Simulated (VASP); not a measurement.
# WSe (Pm-3m) in VASP: a series of runs

WSe is run at these levels: PBE+U; tasks: single point.

Program: VASP 6.6.1. These are calculated values, not measurements. Logs are shortened: lines on timing, memory, paths and dates and some standing lists are left out, and cuts for length are marked.

### Step 1. The cell of the first run

It takes space group Pm-3m (No. 221, cubic). The conventional cell has a = 3.294 Å, b = 3.294 Å, c = 3.294 Å, α = 90.00°, β = 90.00°, γ = 90.00°. Within 3.8 Å of W (site symmetry m-3m) lie 8 Se at 2.85 Å and 6 W at 3.29 Å. Within 3.8 Å of Se (site symmetry m-3m) lie 8 W at 2.85 Å and 6 Se at 3.29 Å.

### Step 2. Single point, PBE+U, collinear spin

Contents of INCAR:

```
ALGO = Normal
EDIFF = 1E-6
ENCUT = 520
GGA = PE
ISIF = 2
ISMEAR = 0
ISPIN = 2
LASPH = T
LCHARG = T
LDAU = T
LDAUJ = 0 0
LDAUL = 2 -1
LDAUPRINT = 1
LDAUTYPE = 2
LDAUU = 6.2 0
LELF = T
LMAXMIX = 4
LORBIT = 11
LREAL = F
LVHAR = T
LWAVE = F
MAGMOM = 1 0
NBANDS = 21
NELM = 150
PREC = Accurate
SIGMA = 0.1
```

Contents of KPOINTS:

```
k-points
0
Gamma
  12 12 12
```

Contents of POSCAR:

```
WSe
1.0
    3.2942947816      0.0000000000      0.0000000000
    0.0000000000      3.2942947816      0.0000000000
    0.0000000000      0.0000000000      3.2942947816
W Se
1 1
Direct
    0.0000000000      0.0000000000      0.0000000000
    0.5000000000      0.5000000000      0.5000000000
```

Potentials or basis: VASP PAW PBE potentials, release 64 (W_sv, Se).

Started as:

```
$ cat potpaw_PBE.64/W_sv/POTCAR potpaw_PBE.64/Se/POTCAR > POTCAR
$ mpirun -np 1 vasp_std > vasp.out
```

OUTCAR:

```text
EDIFF = 1E-6
   ENCUT = 520
   GGA = PE
   ISIF = 2
   ISMEAR = 0
   ISPIN = 2
   LASPH = T
   LORBIT = 11
   LREAL = F
   NELM = 150
   PREC = Accurate

 ion  position               nearest neighbor table
   1  0.000  0.000  0.000-   2 2.85   2 2.85   2 2.85   2 2.85   2 2.85   2 2.85   2 2.85   2 2.85

   2  0.500  0.500  0.500-   1 2.85   1 2.85   1 2.85   1 2.85   1 2.85   1 2.85   1 2.85   1 2.85

  LATTYP: Found a simple cubic cell.
 ALAT       =     3.2942947816

  Lattice vectors:

 A1 = (   3.2942947816,   0.0000000000,   0.0000000000)
 A2 = (   0.0000000000,   3.2942947816,   0.0000000000)
 A3 = (   0.0000000000,   0.0000000000,   3.2942947816)

Analysis of symmetry for initial positions (statically):
=====================================================================
 Subroutine PRICEL returns:
 Original cell was already a primitive cell.

 Routine SETGRP: Setting up the symmetry group for a
 simple cubic supercell.

 Subroutine GETGRP returns: Found 48 space group operations
 (whereof 48 operations were pure point group operations)
 out of a pool of 48 trial point group operations.

The static configuration has the point symmetry O_h .

Analysis of symmetry for dynamics (positions and initial velocities):
=====================================================================
 Subroutine PRICEL returns:
 Original cell was already a primitive cell.

 Routine SETGRP: Setting up the symmetry group for a
 simple cubic supercell.

 Subroutine GETGRP returns: Found 48 space group operations
 (whereof 48 operations were pure point group operations)
 out of a pool of 48 trial point group operations.

The dynamic configuration has the point symmetry O_h .

[... 172 lines left out ...]
 -0.0000  0.0000  0.0000  0.0773 -0.0000
 -0.0000  0.0000 -0.0000 -0.0000  0.2674

 occupancies and eigenvectors

  o =  0.0773  v =  0.0000  0.0000  0.0000  0.0000  0.0000  0.0000 -0.9955 -0.0000 -0.0945  0.0000      0.0000  0.0000  0.0000  0.0000  0.0000  0.0000  0.0000  0.0000  0.0000  0.0000
  o =  0.0773  v =  0.0000  0.0000  0.0000  0.0000  0.0000  0.0000  0.0945  0.0000 -0.9955 -0.0000      0.0000  0.0000  0.0000  0.0000  0.0000  0.0000  0.0000  0.0000  0.0000  0.0000
  o =  0.0773  v =  0.0000  0.0000  0.0000  0.0000  0.0000  1.0000  0.0000  0.0000  0.0000  0.0000      0.0000  0.0000  0.0000  0.0000  0.0000  0.0000  0.0000  0.0000  0.0000  0.0000
  o =  0.2674  v =  0.0000  0.0000  0.0000  0.0000  0.0000  0.0000 -0.0000 -0.0342  0.0000 -0.9994      0.0000  0.0000  0.0000  0.0000  0.0000  0.0000  0.0000  0.0000  0.0000  0.0000
  o =  0.2674  v =  0.0000  0.0000  0.0000  0.0000  0.0000  0.0000 -0.0000  0.9994 -0.0000 -0.0342      0.0000  0.0000  0.0000  0.0000  0.0000  0.0000  0.0000  0.0000  0.0000  0.0000
  o =  0.3463  v =  0.0000  0.0000 -0.0540 -0.0000 -0.9985  0.0000  0.0000  0.0000  0.0000  0.0000      0.0000  0.0000  0.0000  0.0000  0.0000  0.0000  0.0000  0.0000  0.0000  0.0000
  o =  0.3463  v =  0.0000  0.0000 -0.9985  0.0000  0.0540  0.0000  0.0000  0.0000  0.0000  0.0000      0.0000  0.0000  0.0000  0.0000  0.0000  0.0000  0.0000  0.0000  0.0000  0.0000
  o =  0.6033  v =  0.0000 -0.9623 -0.0000  0.2721 -0.0000  0.0000  0.0000  0.0000  0.0000  0.0000      0.0000  0.0000  0.0000  0.0000  0.0000  0.0000  0.0000  0.0000  0.0000  0.0000
  o =  0.6033  v =  0.0000 -0.2721 -0.0000 -0.9623  0.0000  0.0000  0.0000  0.0000  0.0000  0.0000      0.0000  0.0000  0.0000  0.0000  0.0000  0.0000  0.0000  0.0000  0.0000  0.0000
  o =  0.6033  v =  1.0000  0.0000  0.0000  0.0000  0.0000  0.0000  0.0000  0.0000  0.0000  0.0000      0.0000  0.0000  0.0000  0.0000  0.0000  0.0000  0.0000  0.0000  0.0000  0.0000

 number of electron      20.0000002 magnetization       1.9378612

 Free energy of the ion-electron system (eV)
  ---------------------------------------------------
  ext. energy  EPLUGINS =         0.00000000
  ---------------------------------------------------
  free energy    TOTEN  =        -8.91440345 eV

  energy without entropy =       -8.91097910  energy(sigma->0) =       -8.91269128

 E-fermi :   9.3603     XC(G=0): -12.0527

 val. band max:        9.3500736397   @ k =   0.5000   0.5000   0.3333
 cond. band min:       9.3620778837   @ k =   0.1667   0.1667   0.0833
 fundamental gap:      0.0120042440
 Fermi energy:         9.3603456161

 spin component 1

 k-point     1 :       0.0000    0.0000    0.0000
  band No.  band energies     occupation
      1     -66.1036      1.00000
      2     -30.3427      1.00000
      3     -30.3427      1.00000
      4     -30.3426      1.00000
      5      -6.8919      1.00000
      6       5.9144      1.00000
[... 1145 lines left out ...]
     20      25.1243      0.00000
     21      26.3972      0.00000

 [... further k-points ...]

------------------------ aborting loop because EDIFF is reached ----------------------------------------

  FORCE on cell =-STRESS in cart. coord.  units (eV):
  Direction    XX          YY          ZZ          XY          YZ          ZX
  --------------------------------------------------------------------------------------
  -------------------------------------------------------------------------------------
  Total       -0.5015209     -0.5015209     -0.5015209     -0.0000000     -0.0000000      0.0000000
  in kB      -22.4756490    -22.4756490    -22.4756490     -0.0000000     -0.0000000      0.0000000
  external PRESSURE =     -22.4756490 kB  Pullay stress =       0.0000000 kB

 VOLUME and BASIS-vectors are now :
 -----------------------------------------------------------------------------
  energy-cutoff  :      520.00
  volume of cell :       35.75
      direct lattice vectors                 reciprocal lattice vectors
     3.294294782  0.000000000  0.000000000     0.303555106  0.000000000  0.000000000
     0.000000000  3.294294782  0.000000000     0.000000000  0.303555106  0.000000000
     0.000000000  0.000000000  3.294294782     0.000000000  0.000000000  0.303555106

 POSITION                                       TOTAL-FORCE (eV/Angst)
 -----------------------------------------------------------------------------------
      0.00000      0.00000      0.00000         0.000000      0.000000      0.000000
      1.64715      1.64715      1.64715         0.000000      0.000000      0.000000
 -----------------------------------------------------------------------------------
    total drift:                               -0.000000      0.000000     -0.000000

  FREE ENERGIE OF THE ION-ELECTRON SYSTEM (eV)
  ---------------------------------------------------
  free  energy   TOTEN  =        -8.9144034499 eV

  energy  without entropy=       -8.9109791005  energy(sigma->0) =       -8.91269128

 total charge

# of ion       s       p       d       tot
------------------------------------------
    1        2.300   6.162   3.227  11.689
    2        1.494   2.214   0.110   3.819
--------------------------------------------------
tot          3.794   8.376   3.337  15.508

 magnetization (x)

# of ion       s       p       d       tot
------------------------------------------
    1        0.043   0.039   1.719   1.800
    2        0.036  -0.264   0.034  -0.193
--------------------------------------------------
tot          0.079  -0.225   1.753   1.607
```

Wall time 63 s (1 thread of AMD EPYC 9R45 (Zen 5), shared host); peak memory 0.21 GiB.

Results:

| Item | Value |
| --- | --- |
| Free energy | -8.9144 eV |
| Pressure | -2.2 GPa |
| Net moment | 1.94 μB per cell |
| Site moments | W +1.80; Se -0.19 μB |
| Valence electrons inside the program's atomic spheres | W 11.69; Se 3.82 |

Eigenvalues of the final occupation matrices:
| site | spin | trace | eigenvalues |
| --- | --- | --- | --- |
| site 1 d | 1 | 2.50 | 0.35 0.35 0.60 0.60 0.60 |
| site 1 d | 2 | 0.77 | 0.08 0.08 0.08 0.27 0.27 |

Caveat: spin-orbit coupling is left out, which moves the levels of the heavy elements.

### Step 3. Single point, PBE+U, collinear spin

This run uses another cell than the first one, of 19.22 Å³/atom.

Contents of INCAR:

```
SYSTEM = WSe
PREC = Accurate
ENCUT = 520
EDIFF = 1E-6
ISMEAR = 0
SIGMA = 0.1
LREAL = .False.
LASPH = .True.
NELM = 150
ALGO = Normal
ISIF = 2
LWAVE = .False.
LCHARG = .False.
ISPIN = 2
MAGMOM = 1 0
LORBIT = 11
LMAXMIX = 4
LDAU = .True.
LDAUTYPE = 2
LDAUL = 2 -1
LDAUU = 6.2 0
LDAUJ = 0 0
LDAUPRINT = 1
GGA = PE
NBANDS = 21
```

Contents of KPOINTS:

```
regular mesh
0
Gamma
  12 12 12
  0 0 0
```

Contents of POSCAR:

```
WSe
1.0
    3.3746749393      0.0000000000      0.0000000000
    0.0000000000      3.3746749393      0.0000000000
    0.0000000000      0.0000000000      3.3746749393
W Se
1 1
Direct
    0.0000000000      0.0000000000      0.0000000000
    0.5000000000      0.5000000000      0.5000000000
```

Potentials or basis: VASP PAW PBE potentials, release 64 (W_sv, Se).

Started as:

```
$ cat potpaw_PBE.64/W_sv/POTCAR potpaw_PBE.64/Se/POTCAR > POTCAR
$ mpirun -np 1 vasp_std > vasp.out
```

OUTCAR:

```text
SYSTEM = WSe
   PREC = Accurate
   ENCUT = 520
   EDIFF = 1E-6
   ISMEAR = 0
   LREAL = .False.
   LASPH = .True.
   NELM = 150
   ISIF = 2
   ISPIN = 2
   LORBIT = 11
   GGA = PE

 ion  position               nearest neighbor table
   1  0.000  0.000  0.000-   2 2.92   2 2.92   2 2.92   2 2.92   2 2.92   2 2.92   2 2.92   2 2.92

   2  0.500  0.500  0.500-   1 2.92   1 2.92   1 2.92   1 2.92   1 2.92   1 2.92   1 2.92   1 2.92

  LATTYP: Found a simple cubic cell.
 ALAT       =     3.3746749393

  Lattice vectors:

 A1 = (   3.3746749393,   0.0000000000,   0.0000000000)
 A2 = (   0.0000000000,   3.3746749393,   0.0000000000)
 A3 = (   0.0000000000,   0.0000000000,   3.3746749393)

Analysis of symmetry for initial positions (statically):
=====================================================================
 Subroutine PRICEL returns:
 Original cell was already a primitive cell.

 Routine SETGRP: Setting up the symmetry group for a
 simple cubic supercell.

 Subroutine GETGRP returns: Found 48 space group operations
 (whereof 48 operations were pure point group operations)
 out of a pool of 48 trial point group operations.

The static configuration has the point symmetry O_h .

Analysis of symmetry for dynamics (positions and initial velocities):
=====================================================================
 Subroutine PRICEL returns:
 Original cell was already a primitive cell.

 Routine SETGRP: Setting up the symmetry group for a
 simple cubic supercell.

 Subroutine GETGRP returns: Found 48 space group operations
 (whereof 48 operations were pure point group operations)
 out of a pool of 48 trial point group operations.

The dynamic configuration has the point symmetry O_h .

Analysis of structural, dynamic, and magnetic symmetry:
=====================================================================
 Subroutine PRICEL returns:
 Original cell was already a primitive cell.
[... 182 lines left out ...]
  o =  0.6188  v =  0.0000 -0.4306 -0.0000 -0.9025 -0.0000  0.0000  0.0000  0.0000  0.0000  0.0000      0.0000  0.0000  0.0000  0.0000  0.0000  0.0000  0.0000  0.0000  0.0000  0.0000

 number of electron      19.9999997 magnetization       2.0372146

 Free energy of the ion-electron system (eV)
  ---------------------------------------------------
  ext. energy  EPLUGINS =         0.00000000
  ---------------------------------------------------
  free energy    TOTEN  =        -8.80897829 eV

  energy without entropy =       -8.80556190  energy(sigma->0) =       -8.80727010

 E-fermi :   8.4379     XC(G=0): -11.6822

 val. band max:        8.4206296922   @ k =   0.1667   0.0833   0.0833
 cond. band min:       8.4521567597   @ k =   0.5000   0.3333   0.3333
 fundamental gap:      0.0315270675
 Fermi energy:         8.4378992845

 spin component 1

 k-point     1 :       0.0000    0.0000    0.0000
  band No.  band energies     occupation
      1     -67.1007      1.00000
      2     -31.3366      1.00000
      3     -31.3366      1.00000
      4     -31.3366      1.00000
      5      -7.2544      1.00000
      6       5.3683      1.00000
[... 1145 lines left out ...]
     20      23.5536      0.00000
     21      24.7555      0.00000

 [... further k-points ...]

------------------------ aborting loop because EDIFF is reached ----------------------------------------

  FORCE on cell =-STRESS in cart. coord.  units (eV):
  Direction    XX          YY          ZZ          XY          YZ          ZX
  --------------------------------------------------------------------------------------
  -------------------------------------------------------------------------------------
  Total       -2.3655671     -2.3655671     -2.3655671      0.0000000     -0.0000000      0.0000000
  in kB      -98.6165995    -98.6165995    -98.6165995      0.0000000     -0.0000000      0.0000000
  external PRESSURE =     -98.6165995 kB  Pullay stress =       0.0000000 kB

 VOLUME and BASIS-vectors are now :
 -----------------------------------------------------------------------------
  energy-cutoff  :      520.00
  volume of cell :       38.43
      direct lattice vectors                 reciprocal lattice vectors
     3.374674939  0.000000000  0.000000000     0.296324837  0.000000000  0.000000000
     0.000000000  3.374674939  0.000000000     0.000000000  0.296324837  0.000000000
     0.000000000  0.000000000  3.374674939     0.000000000  0.000000000  0.296324837

 POSITION                                       TOTAL-FORCE (eV/Angst)
 -----------------------------------------------------------------------------------
      0.00000      0.00000      0.00000         0.000000      0.000000      0.000000
      1.68734      1.68734      1.68734         0.000000      0.000000      0.000000
 -----------------------------------------------------------------------------------
    total drift:                                0.000000      0.000000     -0.000000

  FREE ENERGIE OF THE ION-ELECTRON SYSTEM (eV)
  ---------------------------------------------------
  free  energy   TOTEN  =        -8.8089782925 eV

  energy  without entropy=       -8.8055618987  energy(sigma->0) =       -8.80727010

 total charge

# of ion       s       p       d       tot
------------------------------------------
    1        2.292   6.135   3.183  11.610
    2        1.497   2.178   0.090   3.765
--------------------------------------------------
tot          3.790   8.313   3.273  15.376

 magnetization (x)

# of ion       s       p       d       tot
------------------------------------------
    1        0.047   0.039   1.810   1.896
    2        0.035  -0.284   0.028  -0.221
--------------------------------------------------
tot          0.082  -0.245   1.839   1.675
```

OSZICAR:

```text
N       E                     dE             d eps       ncg     rms          rms(c)
DAV:   1     0.154747789929E+03    0.15475E+03   -0.93501E+03  7056   0.944E+02
DAV:   2    -0.299411090446E+01   -0.15774E+03   -0.15175E+03  7877   0.283E+02
DAV:   3    -0.899616199075E+01   -0.60021E+01   -0.59182E+01  8312   0.513E+01
DAV:   4    -0.903866239066E+01   -0.42500E-01   -0.42484E-01  8021   0.470E+00
DAV:   5    -0.903897805530E+01   -0.31566E-03   -0.31566E-03  8281   0.407E-01    0.119E+01
DAV:   6    -0.833537077856E+01    0.70361E+00   -0.29272E+00  7766   0.111E+01    0.483E+00
DAV:   7    -0.868947160954E+01   -0.35410E+00   -0.80562E-01  8026   0.323E+00    0.230E+00
DAV:   8    -0.878548161211E+01   -0.96010E-01   -0.21337E-01  7651   0.252E+00    0.145E+00
DAV:   9    -0.879608698870E+01   -0.10605E-01   -0.22560E-02  8457   0.760E-01    0.630E-01
DAV:  10    -0.880407422514E+01   -0.79872E-02   -0.68176E-03  7926   0.346E-01    0.287E-01
DAV:  11    -0.880771155669E+01   -0.36373E-02   -0.55714E-03  8301   0.241E-01    0.116E-01
DAV:  12    -0.880853098666E+01   -0.81943E-03   -0.13050E-03  8201   0.112E-01    0.746E-02
DAV:  13    -0.880895709611E+01   -0.42611E-03   -0.14900E-03  8251   0.106E-01    0.286E-02
DAV:  14    -0.880897293026E+01   -0.15834E-04   -0.38301E-05  8106   0.267E-02    0.131E-02
DAV:  15    -0.880897776427E+01   -0.48340E-05   -0.10436E-05  7650   0.123E-02    0.475E-03
DAV:  16    -0.880897829254E+01   -0.52828E-06   -0.17033E-06  5163   0.603E-03
   1 F= -.88089783E+01 E0= -.88072701E+01  d E =-.341639E-02  mag=     2.0372
```

stdout:

```text
POSCAR found type information on POSCAR W Se
 POSCAR found :  2 types and       2 ions
 scaLAPACK will be used
 LDA part: xc-table for (Slater+PW92), standard interpolation
 POSCAR, INCAR and KPOINTS ok, starting setup
 FFT: planning ... GRIDC
 FFT: planning ... GRID_SOFT
 FFT: planning ... GRID
 WAVECAR not read
 entering main loop
```

It took 58 s on 1 thread of AMD EPYC 9R45 (Zen 5), shared host; peak memory 0.22 GiB.

Results:

| Quantity | Value |
| --- | --- |
| Free energy | -8.8090 eV |
| Pressure | -9.9 GPa |
| Band gap on the k mesh | zero (filled and empty bands overlap) |
| Net moment | 2.04 μB per cell |
| Site moments | W +1.90; Se -0.22 μB |
| Valence electrons inside the program's atomic spheres | W 11.61; Se 3.77 |

Eigenvalues of the final occupation matrices:
```csv
site,spin,trace,eigenvalues
site 1 d,1,2.53,0.33 0.33 0.62 0.62 0.62
site 1 d,2,0.70,0.06 0.06 0.06 0.25 0.25
```

Caveat: the cell stands under tension; spin-orbit coupling is left out, which moves the levels of the heavy elements.
